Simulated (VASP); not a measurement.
# FeO (R-3m) in VASP: a series of runs

The runs below take FeO through relaxation of shape and atoms at fixed volume, single point, with PBE+U.

Program: VASP 6.6.1. These are calculated values, not measurements. Logs are shortened: lines on timing, memory, paths and dates and some standing lists are left out, and cuts for length are marked.

**1. The cell of the first run**

It takes space group R-3m (No. 166, trigonal). The conventional cell has a = 3.190 Å, b = 3.190 Å, c = 7.498 Å, α = 90.00°, β = 90.00°, γ = 120.00°. Within 2.9 Å of Fe (site symmetry -3m) lie 6 O at 2.23 Å. Within 2.9 Å of O (site symmetry -3m) lie 6 Fe at 2.23 Å.

**2. Relaxation of shape and atoms at fixed volume, PBE+U, collinear spin, ferromagnetic start (11.01 Å³/atom)**

Contents of INCAR:

```
PREC = Accurate ; ENCUT = 600
EDIFF = 1E-6 ; ISMEAR = 0
SIGMA = 0.02 ; LREAL = F
LASPH = T ; NELM = 150
ALGO = Normal ; ISIF = 4
LWAVE = F ; LCHARG = F
ISPIN = 2 ; MAGMOM = 3.9 0.17
LORBIT = 11 ; LMAXMIX = 4
LDAU = T ; LDAUTYPE = 2
LDAUL = 2 -1 ; LDAUU = 5.3 0
LDAUJ = 0 0 ; LDAUPRINT = 1
GGA = PE ; IBRION = 2
NSW = 80 ; EDIFFG = -0.001
```

Contents of KPOINTS:

```
regular mesh
0
Gamma
  12 12 12
```

Contents of POSCAR:

```
FeO
1.0
    1.5950205304      0.9208855326      2.4992366057
   -1.5950205304      0.9208855326      2.4992366057
    0.0000000000     -1.8417710652      2.4992366057
Fe O
1 1
Direct
    0.0000000000      0.0000000000      0.0000000000
    0.5000000000      0.5000000000      0.5000000000
```

Potentials or basis: VASP PAW PBE potentials, release 64 (Fe, O).

Started as:

```
> cat potpaw_PBE.64/Fe/POTCAR potpaw_PBE.64/O/POTCAR > POTCAR
> mpirun -np 1 vasp_std > vasp.out
```

OUTCAR:

```text
PREC = Accurate
   ENCUT = 600
   EDIFF = 1E-6
   ISMEAR = 0
   LREAL = F
   LASPH = T
   NELM = 150
   ISIF = 4
   ISPIN = 2
   LORBIT = 11
   GGA = PE
   IBRION = 2
   NSW = 80
   EDIFFG = -0.001

 ion  position               nearest neighbor table
   1  0.000  0.000  0.000-   2 2.23   2 2.23   2 2.23   2 2.23   2 2.23   2 2.23
   2  0.500  0.500  0.500-   1 2.23   1 2.23   1 2.23   1 2.23   1 2.23   1 2.23

  LATTYP: Found a trigonal (rhomboedric) cell.
 ALAT       =     3.1045618480
 COS(alpha) =     0.4720875329

  Lattice vectors:

 A1 = (   1.5950205304,   0.9208855326,   2.4992366057)
 A2 = (  -1.5950205304,   0.9208855326,   2.4992366057)
 A3 = (   0.0000000000,  -1.8417710652,   2.4992366057)

Analysis of symmetry for initial positions (statically):
=====================================================================
 Subroutine PRICEL returns:
 Original cell was already a primitive cell.

 Routine SETGRP: Setting up the symmetry group for a
 trigonal (rhombohedral) supercell.

 Subroutine GETGRP returns: Found 12 space group operations
 (whereof 12 operations were pure point group operations)
 out of a pool of 12 trial point group operations.

The static configuration has the point symmetry D_3d.

Analysis of symmetry for dynamics (positions and initial velocities):
=====================================================================
 Subroutine PRICEL returns:
 Original cell was already a primitive cell.

 Routine SETGRP: Setting up the symmetry group for a
 trigonal (rhombohedral) supercell.

 Subroutine GETGRP returns: Found 12 space group operations
 (whereof 12 operations were pure point group operations)
 out of a pool of 12 trial point group operations.

The dynamic configuration has the point symmetry D_3d.

Analysis of structural, dynamic, and magnetic symmetry:
=====================================================================
 Subroutine PRICEL returns:
 Original cell was already a primitive cell.

 Routine SETGRP: Setting up the symmetry group for a
[... 166 lines left out ...]
  --------------------------------------------------------------------------------------
  -------------------------------------------------------------------------------------
  Total       -1.8010568     -1.8010568     -1.3716411      0.0000000     -0.0000000     -0.0000000
  in kB     -131.0109020   -131.0109020    -99.7747242      0.0000000     -0.0000000     -0.0000000
  external PRESSURE =    -120.5988427 kB  Pullay stress =       0.0000000 kB
[... 89 lines left out ...]
  FREE ENERGIE OF THE ION-ELECTRON SYSTEM (eV)
  ---------------------------------------------------
  free  energy   TOTEN  =       -12.4926035811 eV

  energy  without entropy=      -12.4923478240  energy(sigma->0) =      -12.49247570

atom =   1  type =  1  l = 2

 onsite density matrix

spin component  1

  0.9844  0.0000 -0.0000 -0.0191  0.0000
  0.0000  0.9972 -0.0000 -0.0000 -0.0191
 -0.0000 -0.0000  0.9713 -0.0000  0.0000
 -0.0191 -0.0000 -0.0000  0.9972  0.0000
  0.0000 -0.0191  0.0000  0.0000  0.9844

spin component  2

  0.2498 -0.0000 -0.0000  0.1909  0.0000
 -0.0000  0.2945  0.0000 -0.0000  0.1909
 -0.0000  0.0000  0.0371  0.0000  0.0000
  0.1909 -0.0000  0.0000  0.2945 -0.0000
  0.0000  0.1909  0.0000 -0.0000  0.2498

 occupancies and eigenvectors

  o =  0.0371  v =  0.0000  0.0000  0.0000  0.0000  0.0000  0.0000  0.0000  1.0000  0.0000 -0.0000      0.0000  0.0000  0.0000  0.0000  0.0000  0.0000  0.0000  0.0000  0.0000  0.0000
  o =  0.0799  v =  0.0000  0.0000  0.0000  0.0000  0.0000 -0.7471  0.0000 -0.0000  0.6647  0.0000      0.0000  0.0000  0.0000  0.0000  0.0000  0.0000  0.0000  0.0000  0.0000  0.0000
  o =  0.0799  v =  0.0000  0.0000  0.0000  0.0000  0.0000  0.0000 -0.6647  0.0000  0.0000  0.7471      0.0000  0.0000  0.0000  0.0000  0.0000  0.0000  0.0000  0.0000  0.0000  0.0000
  o =  0.4644  v =  0.0000  0.0000  0.0000  0.0000  0.0000  0.6647  0.0000 -0.0000  0.7471  0.0000      0.0000  0.0000  0.0000  0.0000  0.0000  0.0000  0.0000  0.0000  0.0000  0.0000
  o =  0.4644  v =  0.0000  0.0000  0.0000  0.0000  0.0000  0.0000 -0.7471 -0.0000  0.0000 -0.6647      0.0000  0.0000  0.0000  0.0000  0.0000  0.0000  0.0000  0.0000  0.0000  0.0000
  o =  0.9706  v = -0.8121  0.0000 -0.0000 -0.5835  0.0000  0.0000  0.0000  0.0000  0.0000  0.0000      0.0000  0.0000  0.0000  0.0000  0.0000  0.0000  0.0000  0.0000  0.0000  0.0000
  o =  0.9706  v =  0.0000 -0.5835  0.0000 -0.0000 -0.8121  0.0000  0.0000  0.0000  0.0000  0.0000      0.0000  0.0000  0.0000  0.0000  0.0000  0.0000  0.0000  0.0000  0.0000  0.0000
  o =  0.9713  v =  0.0000 -0.0000 -1.0000 -0.0000 -0.0000  0.0000  0.0000  0.0000  0.0000  0.0000      0.0000  0.0000  0.0000  0.0000  0.0000  0.0000  0.0000  0.0000  0.0000  0.0000
  o =  1.0109  v = -0.5835  0.0000  0.0000  0.8121 -0.0000  0.0000  0.0000  0.0000  0.0000  0.0000      0.0000  0.0000  0.0000  0.0000  0.0000  0.0000  0.0000  0.0000  0.0000  0.0000
  o =  1.0109  v =  0.0000  0.8121 -0.0000 -0.0000 -0.5835  0.0000  0.0000  0.0000  0.0000  0.0000      0.0000  0.0000  0.0000  0.0000  0.0000  0.0000  0.0000  0.0000  0.0000  0.0000

--------------------------------------- Ionic step        4  -------------------------------------------

 number of electron      13.9999999 magnetization       4.0011575

 Free energy of the ion-electron system (eV)
  ---------------------------------------------------
  ext. energy  EPLUGINS =         0.00000000
  ---------------------------------------------------
  free energy    TOTEN  =       -12.49261346 eV

  energy without entropy =      -12.49235772  energy(sigma->0) =      -12.49248559

 E-fermi :   5.2887     XC(G=0): -11.6018

 val. band max:        5.2793012700   @ k =  -0.3333   0.1667   0.0833
 cond. band min:       5.2955822553   @ k =   0.5000   0.5000   0.4167
 fundamental gap:      0.0162809853
 Fermi energy:         5.2886741805

 spin component 1

 k-point     1 :       0.0000    0.0000    0.0000
  band No.  band energies     occupation
      1     -14.4843      1.00000
      2      -1.5078      1.00000
      3      -1.3196      1.00000
      4      -1.3196      1.00000
      5      -0.9679      1.00000
      6      -0.9679      1.00000
      7       2.0320      1.00000
      8       2.0320      1.00000
      9       2.1098      1.00000
     10       4.9069      1.00000
     11      19.8409      0.00000
     12      19.8409      0.00000
[... 786 lines left out ...]
  FREE ENERGIE OF THE ION-ELECTRON SYSTEM (eV)
  ---------------------------------------------------
  free  energy   TOTEN  =       -12.4926134565 eV

  energy  without entropy=      -12.4923577178  energy(sigma->0) =      -12.49248559

 reached required accuracy - stopping structural energy minimisation

 total charge

# of ion       s       p       d       tot
------------------------------------------
    1        0.270   0.309   6.040   6.619
    2        1.549   3.420   0.000   4.969
--------------------------------------------------
tot          1.820   3.729   6.040  11.589

 magnetization (x)

# of ion       s       p       d       tot
------------------------------------------
    1        0.027   0.019   3.803   3.849
    2        0.017   0.140   0.000   0.157
--------------------------------------------------
tot          0.043   0.159   3.803   4.006
```

CONTCAR:

```text
FeO
   1.00000000000000
     1.5797823372799189    0.9120877576974883    2.5476831832992812
    -1.5797823372799189    0.9120877576974883    2.5476831832992812
     0.0000000000000000   -1.8241755153949766    2.5476831832992812
  Fe              O
     1     1
Direct
     0.0000000000000000    0.0000000000000000    0.0000000000000000
     0.5000000000000000    0.5000000000000000    0.5000000000000000

  0.00000000E+00  0.00000000E+00  0.00000000E+00
  0.00000000E+00  0.00000000E+00  0.00000000E+00
```

It took 10 min on 1 thread of Intel Xeon 8259CL, shared host; peak memory 0.27 GiB.

Results:

| Quantity | Value |
| --- | --- |
| Free energy | -12.4926 eV |
| Energy gained by relaxing | 2.1 meV/atom |
| Ionic steps | 4 |
| Pressure after relaxing | -12.0 GPa |
| Band gap on the k mesh | zero (filled and empty bands overlap) |
| Net moment | 4.00 μB per cell |
| Site moments | Fe +3.85; O +0.16 μB |
| Valence electrons inside the program's atomic spheres | Fe 6.62; O 4.97 |

The path:
| step | energy change (eV) | largest force (eV/Å) | pressure (GPa) | volume (Å³) |
| --- | --- | --- | --- | --- |
| 1 | 0.0000 | 0.0000 | -12.06 | 22.03 |
| 2 | -0.0025 | 0.0000 | -12.00 | 22.03 |
| 3 | -0.0042 | 0.0000 | -11.97 | 22.03 |
| 4 | -0.0042 | 0.0000 | -12.00 | 22.03 |

Final structure:
```
CELL_PARAMETERS angstrom
1.57978 0.91209 2.54768
-1.57978 0.91209 2.54768
0.00000 -1.82418 2.54768
ATOMIC_POSITIONS crystal
Fe 0.00000 0.00000 0.00000
O 0.50000 0.50000 0.50000
```

Eigenvalues of the final occupation matrices:
| site | spin | trace | eigenvalues |
| --- | --- | --- | --- |
| site 1 d | 1 | 4.93 | 0.97 0.97 0.97 1.01 1.01 |
| site 1 d | 2 | 1.13 | 0.04 0.08 0.08 0.46 0.46 |

Caveat: a cell with one magnetic atom can't hold antiferromagnetic order, which such compounds often take.

**3. Single point, PBE+U, collinear spin, ferromagnetic start (10.58 Å³/atom)**

This run uses another cell than the first one, of 10.58 Å³/atom.

Contents of INCAR:

```
PREC     = Accurate       # precision mode
ENCUT    = 520            # plane-wave cutoff, eV
EDIFF    = 1E-6           # SCF threshold, eV
ISMEAR   = 0              # smearing method
SIGMA    = 0.02           # smearing width, eV
LREAL    = False          # projectors in reciprocal space
LASPH    = True           # aspherical terms in the spheres
NELM     = 150            # most SCF steps
ALGO     = Normal         # electronic algorithm
ISIF     = 2              # what is computed and relaxed
LWAVE    = False          # write WAVECAR
LCHARG   = False          # write CHGCAR
ISPIN    = 2              # spin polarisation
MAGMOM   = 3.9 0.17       # initial moments
LORBIT   = 11             # projections on sites
LMAXMIX  = 4              # l up to which the mixer works
LDAU     = True           # DFT+U
LDAUTYPE = 2            
LDAUL    = 2 -1           # shell
LDAUU    = 5.3 0          # U, eV
LDAUJ    = 0 0          
LDAUPRINT= 1            
GGA      = PE             # functional
NBANDS   = 18             # bands
```

Contents of KPOINTS:

```
Automatic mesh
0
Gamma
  12 12 12
```

Contents of POSCAR:

```
FeO
1.0
    1.5745444145      0.9090636416      2.4640867919
   -1.5745444145      0.9090636416      2.4640867919
    0.0000000000     -1.8181272831      2.4640867919
Fe O
1 1
Direct
    0.0000000000      0.0000000000      0.0000000000
    0.5000000000      0.5000000000      0.5000000000
```

Potentials or basis: VASP PAW PBE potentials, release 64 (Fe, O).

Started as:

```
> cat potpaw_PBE.64/Fe/POTCAR potpaw_PBE.64/O/POTCAR > POTCAR
> mpirun -np 1 vasp_std > vasp.out
```

Run time: 2.3 min. Hardware: 1 thread of Intel Xeon Platinum 8259CL at 2.50GHz (Skylake/Cascade Lake), shared host; peak memory 0.23 GiB.

Results (log left out):

```yaml
Free_energy: -12.5347 eV
Pressure: -6.8 GPa
Band_gap_on_the_k_mesh: zero (filled and empty bands overlap)
Net_moment: 4.00 μB per cell
Site_moments: Fe +3.85; O +0.16 μB
Valence_electrons_inside_the_program's_atomic_spheres: Fe 6.67; O 4.99
```

Stress tensor (GPa, compression positive):
```
-7.82  0.00  0.00
 0.00 -7.82  0.00
 0.00  0.00 -4.68
```

Levels at points of the mesh, in eV from the Fermi level:
Spin up:
| k point | band 5 | band 6 | band 7 | band 8 | band 9 | band 10 | band 11 | band 12 | band 13 | band 14 |
| --- | --- | --- | --- | --- | --- | --- | --- | --- | --- | --- |
| (0.00, 0.00, 0.00) | -6.35 | -6.35 | -3.46 | -3.46 | -3.21 | -0.21 | 14.52 | 14.52 | 15.16 | 15.42 |
| (0.50, 0.00, 0.00) | -6.19 | -5.80 | -4.54 | -1.69 | -1.65 | 3.98 | 7.74 | 12.02 | 12.48 | 17.68 |
| (0.50, 0.50, 0.00) | -5.83 | -5.78 | -5.45 | -4.66 | -4.37 | 4.70 | 8.46 | 9.05 | 13.79 | 14.35 |
| (0.50, 0.50, 0.50) | -5.65 | -5.65 | -4.73 | -1.68 | -1.68 | 3.65 | 8.37 | 11.51 | 11.51 | 16.83 |
Spin down:
```tsv
k point	band 1	band 2	band 3	band 4	band 5	band 6	band 7	band 8	band 9	band 10
(0.00, 0.00, 0.00)	-19.77	-3.15	-3.15	-2.89	-0.94	-0.94	0.51	1.83	2.18	2.18
(0.50, 0.00, 0.00)	-18.74	-7.60	-4.60	-4.14	0.29	0.40	2.71	4.12	4.14	4.42
(0.50, 0.50, 0.00)	-18.60	-6.53	-4.33	-4.03	-1.62	0.43	2.38	2.73	2.96	6.24
(0.50, 0.50, 0.50)	-18.63	-7.25	-4.49	-4.49	0.17	0.17	2.74	4.14	4.25	4.25
```

Eigenvalues of the final occupation matrices:
```
    site  spin  trace               eigenvalues
site 1 d     1   4.95  0.97 0.97 0.97 1.02 1.02
site 1 d     2   1.14  0.04 0.09 0.09 0.46 0.46
```

Caveat: the cell stands under tension; a cell with one magnetic atom can't hold antiferromagnetic order, which such compounds often take. The state reached can hang on the start; a lower one may exist.
